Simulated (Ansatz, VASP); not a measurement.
**Si: VASP beside Ansatz**

File POSCAR:

```
Si
1.0
   -3.3236145461      3.3236145461      3.3236145461
    3.3236145461     -3.3236145461      3.3236145461
    3.3236145461      3.3236145461     -3.3236145461
Si
8
Direct
    0.2245554027      0.2245554027      0.2245554027
    0.5000000000      0.0000000000      0.2986003483
    0.2986003483      0.5000000000      0.0000000000
    0.0000000000      0.2986003483      0.5000000000
    0.7986003483      0.7986003483      0.7986003483
    0.5000000000      0.0000000000      0.7013996517
    0.7013996517      0.5000000000      0.0000000000
    0.0000000000      0.7013996517      0.5000000000
```

Contents of INCAR.step1:

```
PREC = Accurate
ENCUT = 520
ISMEAR = 0
SIGMA = 0.15
LREAL = F
LASPH = T
NELM = 100
NBANDS = 26
GGA = PE
ALGO = Normal
EDIFF = 1E-4
LWAVE = T
LCHARG = F
```

The input INCAR.step2:

```
PREC = Accurate
ENCUT = 520
EDIFF = 1E-7
ISMEAR = 0
SIGMA = 0.15
LREAL = F
LASPH = T
NELM = 100
ALGO = Normal
ISIF = 2
LWAVE = F
LCHARG = F
METAGGA = R2SCAN
LMIXTAU = T
NBANDS = 26
ISTART = 1
```

KPOINTS

```
Automatic mesh
0
Gamma
  8 8 8
```

Input for Ansatz:

```yaml
crystal:
  lattice:
    - [-3.3236145461, 3.3236145461, 3.3236145461]
    - [3.3236145461, -3.3236145461, 3.3236145461]
    - [3.3236145461, 3.3236145461, -3.3236145461]
  atoms:
    - { symbol: Si, position: [0.2245554027, 0.2245554027, 0.2245554027] }
    - { symbol: Si, position: [0.5, 0.0, 0.2986003483] }
    - { symbol: Si, position: [0.2986003483, 0.5, 0.0] }
    - { symbol: Si, position: [0.0, 0.2986003483, 0.5] }
    - { symbol: Si, position: [0.7986003483, 0.7986003483, 0.7986003483] }
    - { symbol: Si, position: [0.5, 0.0, 0.7013996517] }
    - { symbol: Si, position: [0.7013996517, 0.5, 0.0] }
    - { symbol: Si, position: [0.0, 0.7013996517, 0.5] }
basis:
  ecutwfc: 500
kpoints:
  mp_grid: { grid: [8, 8, 8] }
hamiltonian:
  xc: r2scan
scf:
  occupations: { method: gaussian, width: 0.15 }
output:
  forces: true
  stress: true
  eigenvalues: true
```

Alike in both runs: task single point; functional r2SCAN; k mesh 8 × 8 × 8; occupations gaussian, width 0.15 eV; no spin polarisation.

|  | VASP | Ansatz |
| --- | --- | --- |
| version | VASP 6.6.1 | Ansatz 0.2.0 |
| potentials or method | VASP PAW PBE potentials, release 64 (Si), cutoff 520 eV | scalar-relativistic, plane waves, PAW |
| valence electrons in the cell | 32 | 32 |

```tsv
	VASP	Ansatz	Ansatz less VASP
gap on the k mesh at the Fermi level (eV)	none	none	-
pressure (GPa)	-0.8	-0.6	+0.22
traceless stress, the component that is largest in VASP (GPa)	-0.86	-0.86	-0.002
rms of the force components (eV/Å)	0.254	0.252	-0.0022
```

VASP's potentials were made for PBE, not for r2SCAN. Atom by atom the forces differ by 0.006 eV/Å (rms over components). A gap of «none» marks a metal or a gap that the smearing closes. The functional is the same, so the differences come from potentials, cutoffs and numerics.
